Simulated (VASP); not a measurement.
# Ru (P2_1/m) in VASP: further runs, part 2 of 2

VASP 6.6.1.

### Step 3. Single point, PBE (atom 1 (Ru) moved by (-0.225, -0.225) A along x and y)

File INCAR:

```
ALGO = Fast ; EDIFF = 1E-6
ENCUT = 520 ; GGA = PE
ISIF = 2 ; ISMEAR = 0
LASPH = True ; LCHARG = True
LELF = True ; LREAL = False
LVHAR = True ; LWAVE = False
NBANDS = 21 ; NELM = 60
PREC = Accurate ; SIGMA = 0.15
```

File KPOINTS:

```
k-points
0
Gamma
  24 24 12
```

File POSCAR:

```
Ru
1.0
    2.7057993342      0.0000000000      0.0000000000
   -1.3528996671      2.3432909610      0.0000000000
    0.0000000000      0.0000000000      4.2819000000
Ru
2
Direct
    0.2021692052      0.5706478607      0.2500000000
    0.6666666667      0.3333333333      0.7500000000
```

Potentials or basis: VASP PAW PBE potentials, release 64 (Ru_pv).

On the command line:

```sh
cat potpaw_PBE.64/Ru_pv/POTCAR > POTCAR
mpirun -np 1 vasp_std > vasp.out
```

OUTCAR:

```text
EDIFF = 1E-6
   ENCUT = 520
   GGA = PE
   ISIF = 2
   ISMEAR = 0
   LASPH = True
   LREAL = False
   NELM = 60
   PREC = Accurate

 ion  position               nearest neighbor table
   1  0.202  0.571  0.250-   2 2.48   2 2.48   2 2.72   2 2.72   2 2.80   2 2.80
   2  0.667  0.333  0.750-   1 2.48   1 2.48   1 2.72   1 2.72   1 2.80   1 2.80

  LATTYP: Found a hexagonal cell.
 ALAT       =     2.7057993342
 C/A-ratio  =     1.5824898565

  Lattice vectors:

 A1 = (   2.7057993342,   0.0000000000,   0.0000000000)
 A2 = (  -1.3528996671,   2.3432909610,   0.0000000000)
 A3 = (   0.0000000000,   0.0000000000,   4.2819000000)

Analysis of symmetry for initial positions (statically):
=====================================================================
 Subroutine PRICEL returns:
 Original cell was already a primitive cell.

 Routine SETGRP: Setting up the symmetry group for a
 hexagonal supercell.

 Subroutine GETGRP returns: Found  4 space group operations
 (whereof  1 operations were pure point group operations)
 out of a pool of 24 trial point group operations.

The static configuration has the point symmetry C_1 .
 The point group associated with its full space group is C_2h.

Analysis of symmetry for dynamics (positions and initial velocities):
=====================================================================
 Subroutine PRICEL returns:
 Original cell was already a primitive cell.

 Routine SETGRP: Setting up the symmetry group for a
 hexagonal supercell.

 Subroutine GETGRP returns: Found  4 space group operations
 (whereof  1 operations were pure point group operations)
 out of a pool of 24 trial point group operations.

The dynamic configuration has the point symmetry C_1 .
 The point group associated with its full space group is C_2h.

 Subroutine INISYM returns: Found  4 space group operations
 (whereof  1 operations are pure point group operations),
 and found     1 'primitive' translations

----------------------------------------------------------------------------------------

                                     Primitive cell

  volume of cell :      27.1493

  direct lattice vectors                    reciprocal lattice vectors
     2.705799334  0.000000000  0.000000000     0.369576556  0.213375124  0.000000000
    -1.352899667  2.343290961  0.000000000     0.000000000  0.426750249  0.000000000
     0.000000000  0.000000000  4.281900000     0.000000000  0.000000000  0.233541185

  length of vectors
     2.705799334  2.705799334  4.281900000     0.426750249  0.426750249  0.233541185

  position of ions in fractional coordinates (direct lattice)
     0.202169205  0.570647861  0.250000000
     0.666666667  0.333333333  0.750000000

  ion indices of the primitive-cell ions
   primitive index   ion index
                 1           1
                 2           2

----------------------------------------------------------------------------------------

 KPOINTS: k-points

Automatic generation of k-mesh.
 Grid dimensions read from file:
 generate k-points for:   24   24   12

 Generating k-lattice:

  Cartesian coordinates                     Fractional coordinates (reciprocal lattice)
     0.015399023  0.008890630  0.000000000     0.041666667  0.000000000  0.000000000
     0.000000000  0.017781260  0.000000000     0.000000000  0.041666667  0.000000000
     0.000000000  0.000000000  0.019461765     0.000000000  0.000000000  0.083333333

  Length of vectors
     0.017781260  0.017781260  0.019461765

  Shift w.r.t. Gamma in fractional coordinates (k-lattice)
     0.000000000  0.000000000  0.000000000

 Subroutine IBZKPT returns following result:
 ===========================================

 Found   2030 irreducible k-points:

 Following reciprocal coordinates:
            Coordinates               Weight
  0.000000  0.000000  0.000000      1.000000
  0.041667  0.000000  0.000000      2.000000
  0.000000  0.041667  0.000000      2.000000
 -0.041667  0.041667  0.000000      2.000000
  0.083333  0.000000  0.000000      2.000000
  0.000000  0.083333  0.000000      2.000000
[... 16 lines left out ...]
  0.333333  0.000000  0.000000      2.000000
  0.000000  0.333333  0.000000      2.000000
 [... further k-points ...]
   k-points           NKPTS =   2030   k-points in BZ     NKDIM =   2030   number of bands    NBANDS=     21
   number of dos      NEDOS =    301   number of ions     NIONS =      2
   total plane-waves  NPLWV =  12800
   dimension x,y,z NGX =    20 NGY =   20 NGZ =   32
   dimension x,y,z NGXF=    40 NGYF=   40 NGZF=   64
   ions per type =               2
   NGX,Y,Z   is equivalent  to a cutoff of  12.29, 12.29, 12.42 a.u.
   NGXF,Y,Z  is equivalent  to a cutoff of  24.58, 24.58, 24.85 a.u.
 SYSTEM =  unknown system
   PREC   = accura    normal or accurate (medium, high low for compatibility)
   ISTART =      0    job   : 0-new  1-cont  2-samecut
   ICHARG =      2    charge: 1-file 2-atom 10-const
   ISPIN  =      1    spin polarized calculation?
   LNONCOLLINEAR =      F non collinear calculations
   LSORBIT =      F    spin-orbit coupling
   LASPH  =      T    aspherical Exc in radial PAW
   ENCUT  =  520.0 eV  38.22 Ry    6.18 a.u.   5.03  5.03  7.96*2*pi/ulx,y,z
   NELM   =     60;   NELMIN=  2; NELMDL= -5     # of ELM steps
   EDIFF  = 0.1E-05   stopping-criterion for ELM
   LREAL  =      F    real-space projection
   EDIFFG = 0.1E-04   stopping-criterion for IOM
   NSW    =      0    number of steps for IOM
   IBRION =     -1    ionic relax: 0-MD 1-quasi-New 2-CG
   NFREE  =      0    steps in history (QN), initial steepest desc. (CG)
   ISIF   =      2    stress and relaxation
   ISYM   =      2    0-nonsym 1-usesym 2-fastsym
   POTIM  = 0.5000    time-step for ionic-motion
   TEBEG  =    0.0;   TEEND  =   0.0 temperature during run
   PSTRESS=    0.0 pullay stress
   NELECT =      28.0000    total number of electrons
   NUPDOWN=      -1.0000    fix difference up-down
   EMIN   =  10.00;   EMAX   =-10.00  energy-range for DOS
   EFERMI =   0.00;   METHOD = LEGACY
   ISMEAR =     0;   SIGMA  =   0.15  broadening in eV -4-tet -1-fermi 0-gaus
   EFERMI_NEDOS =   21; number of points for ismear=-14 and -15
   IALGO  =     68    algorithm
   IMIX   =      4    mixing-type and parameters
     AMIX     =   0.40;   BMIX     =  1.00
     AMIX_MAG =   1.60;   BMIX_MAG =  1.00
  volume/ion in A,a.u.               =      13.57        91.61
  Fermi-wavevector in a.u.,A,eV,Ry     =   1.654022  3.125649 37.222686  2.735790
  Thomas-Fermi vector in A             =   2.742361
   LORBIT       =      0    0 simple, 1 ext, 2 COOP (PROOUT), +10 PAW based schemes
   GGA     = PE    functional components
   LHFCALC =     F    Hartree Fock is set to
   AEXX    =    0.0000 exact exchange contribution
   IVDW    =     0    specifies the selected vdW correction
   LEPSILON=     F    determine dielectric tensor
   LRPA    =     F    only Hartree local field effects (RPA)
 non-spin polarized calculation
 RMM-DIIS sequential band-by-band and
 Gauss-broadening in eV      SIGMA  =   0.15
  energy-cutoff  :      520.00
  volume of cell :       27.15
 maximum number of plane-waves:       756
   NGX =  9   NGY =  9   NGZ = 15

 number of electron      28.0000003 magnetization

 Free energy of the ion-electron system (eV)
  ---------------------------------------------------
  ext. energy  EPLUGINS =         0.00000000
  ---------------------------------------------------
  free energy    TOTEN  =       -18.13744852 eV

  energy without entropy =      -18.11510142  energy(sigma->0) =      -18.12627497

 E-fermi :  12.9170     XC(G=0): -14.1080

 val. band max:       12.9162247398   @ k =  -0.2917   0.2500   0.2500
 cond. band min:      12.9174331648   @ k =  -0.2917  -0.4583  -0.1667
 fundamental gap:      0.0012084250
 Fermi energy:        12.9169622147

 k-point     1 :       0.0000    0.0000    0.0000
  band No.  band energies     occupation
      1     -30.8741      2.00000
      2     -29.9209      2.00000
      3     -29.7202      2.00000
      4     -29.7002      2.00000
      5     -29.6538      2.00000
      6     -29.5858      2.00000
[... 13 lines left out ...]
     20      23.3311      0.00000
     21      23.3843      0.00000
[... 529 lines left out ...]
 k-point    24 :       0.0000    0.3333    0.0000
  band No.  band energies     occupation
      1     -30.6528      2.00000
      2     -30.3806      2.00000
      3     -30.2016      2.00000
      4     -30.0240      2.00000
      5     -29.7659      2.00000
      6     -29.6602      2.00000
[... 13 lines left out ...]
     20      23.3327      0.00000
     21      24.5759      0.00000

 [... further k-points ...]

------------------------ aborting loop because EDIFF is reached ----------------------------------------

  FORCE on cell =-STRESS in cart. coord.  units (eV):
  Direction    XX          YY          ZZ          XY          YZ          ZX
  --------------------------------------------------------------------------------------
  -------------------------------------------------------------------------------------
  Total        1.8418959      0.4620529      2.5496389      0.6069666      0.0000000      0.0000000
  in kB      108.6969475     27.2674162    150.4634219     35.8192975      0.0000000      0.0000000
  external PRESSURE =      95.4759285 kB  Pullay stress =       0.0000000 kB

 VOLUME and BASIS-vectors are now :
 -----------------------------------------------------------------------------
  energy-cutoff  :      520.00
  volume of cell :       27.15
      direct lattice vectors                 reciprocal lattice vectors
     2.705799334  0.000000000  0.000000000     0.369576556  0.213375124  0.000000000
    -1.352899667  2.343290961  0.000000000     0.000000000  0.426750249  0.000000000
     0.000000000  0.000000000  4.281900000     0.000000000  0.000000000  0.233541185

 POSITION                                       TOTAL-FORCE (eV/Angst)
 -----------------------------------------------------------------------------------
     -0.22500      1.33719      1.07048         1.301255      1.490620      0.000000
      1.35290      0.78110      3.21143        -1.301255     -1.490620      0.000000
 -----------------------------------------------------------------------------------
    total drift:                                0.000010     -0.000009      0.000000

  FREE ENERGIE OF THE ION-ELECTRON SYSTEM (eV)
  ---------------------------------------------------
  free  energy   TOTEN  =       -18.1374485163 eV

  energy  without entropy=      -18.1151014229  energy(sigma->0) =      -18.12627497
```

OSZICAR:

```text
N       E                     dE             d eps       ncg     rms          rms(c)
DAV:   1     0.289258182920E+03    0.28926E+03   -0.17554E+04 85388   0.149E+03
DAV:   2    -0.135042795772E+02   -0.30276E+03   -0.29363E+03 87175   0.447E+02
DAV:   3    -0.193571446661E+02   -0.58529E+01   -0.58171E+01 99805   0.697E+01
DAV:   4    -0.194014658729E+02   -0.44321E-01   -0.44267E-01108748   0.578E+00
DAV:   5    -0.194019926214E+02   -0.52675E-03   -0.52331E-03 97155   0.558E-01    0.181E+01
RMM:   6    -0.182239557226E+02    0.11780E+01   -0.25219E+00 87009   0.133E+01    0.527E+00
RMM:   7    -0.181442486172E+02    0.79707E-01   -0.34421E-01 93361   0.447E+00    0.118E+00
RMM:   8    -0.181374148472E+02    0.68338E-02   -0.24106E-02 96551   0.145E+00    0.363E-01
RMM:   9    -0.181374324936E+02   -0.17646E-04   -0.23480E-03 97203   0.433E-01    0.623E-02
RMM:  10    -0.181374510217E+02   -0.18528E-04   -0.28599E-04 99959   0.140E-01    0.209E-02
RMM:  11    -0.181374490656E+02    0.19562E-05   -0.67987E-05104077   0.635E-02    0.442E-03
RMM:  12    -0.181374484733E+02    0.59228E-06   -0.14765E-05108231   0.277E-02    0.244E-03
RMM:  13    -0.181374485163E+02   -0.43032E-07   -0.15051E-06 73722   0.866E-03
   1 F= -.18137449E+02 E0= -.18126275E+02  d E =-.223471E-01
```

stdout:

```text
POSCAR found type information on POSCAR Ru
 POSCAR found :  1 types and       2 ions
 scaLAPACK will be used
 LDA part: xc-table for (Slater+PW92), standard interpolation
 POSCAR, INCAR and KPOINTS ok, starting setup
 FFT: planning ... GRIDC
 FFT: planning ... GRID_SOFT
 FFT: planning ... GRID
 WAVECAR not read
 entering main loop
WARNING in EDDRMM: call to ZHEGV failed, returncode =   8  4     20
WARNING in EDDRMM: call to ZHEGV failed, returncode =   8  4     20
WARNING in EDDRMM: call to ZHEGV failed, returncode =   8  4     20
WARNING in EDDRMM: call to ZHEGV failed, returncode =   8  4     20
WARNING in EDDRMM: call to ZHEGV failed, returncode =   8  4     21
WARNING in EDDRMM: call to ZHEGV failed, returncode =   6  3     21
WARNING in EDDRMM: call to ZHEGV failed, returncode =   6  3     19
```

Run time: 15 min. Hardware: 1 thread of Intel Xeon Platinum 8259CL at 2.50GHz (Skylake/Cascade Lake), shared host; peak memory 0.9 GiB.

What came out:

```yaml
Free_energy: -18.1374 eV
Pressure: 9.5 GPa
Largest_force: 1.979 eV/Å
Band_gap_on_the_k_mesh: zero (band 14 reaches 14.47 eV, above the bottom of band 15 at 11.49 eV)
```

Forces in eV/Å, atoms in the order of the input:
```
Ru   1.301  1.491  0.000
Ru  -1.301 -1.491  0.000
```

Levels at points of the mesh, in eV from the Fermi level:
```
           k point  band 10  band 11  band 12  band 13  band 14  band 15  band 16  band 17  band 18  band 19
(0.00, 0.00, 0.00)    -2.70    -2.37    -2.19    -2.08    -1.43    -0.37     0.00     1.24     1.81    10.32
(0.50, 0.00, 0.00)    -3.40    -2.86    -2.63    -1.62     1.21     1.66     1.98     4.93     5.06    12.67
(0.00, 0.50, 0.00)    -3.10    -1.78    -1.24    -1.15     1.55     1.59     1.62     3.35     6.65    10.04
(0.50, 0.50, 0.00)    -2.79    -2.06    -1.77    -1.63     1.12     1.51     1.67     3.77     6.27    10.41
(0.00, 0.00, 0.50)    -2.97    -2.91    -2.91    -2.45    -2.45     0.18     0.18     0.69     0.69    10.41
(0.50, 0.00, 0.50)    -4.70    -0.99    -0.99     1.55     1.55     1.62     1.62     2.35     2.35    10.41
(0.00, 0.50, 0.50)    -4.76    -1.26    -1.26     0.03     0.03     1.66     1.66     4.20     4.20     9.65
(0.50, 0.50, 0.50)    -4.89    -0.98    -0.98     0.50     0.50     1.64     1.64     3.71     3.71    10.15
```

Caveat: the cell differs from its parent crystal (atom 1 (Ru) moved by (-0.225, -0.225) A along x and y); forces of over 1 eV/Å act on the atoms, so gaps and moduli don't describe the material at rest.
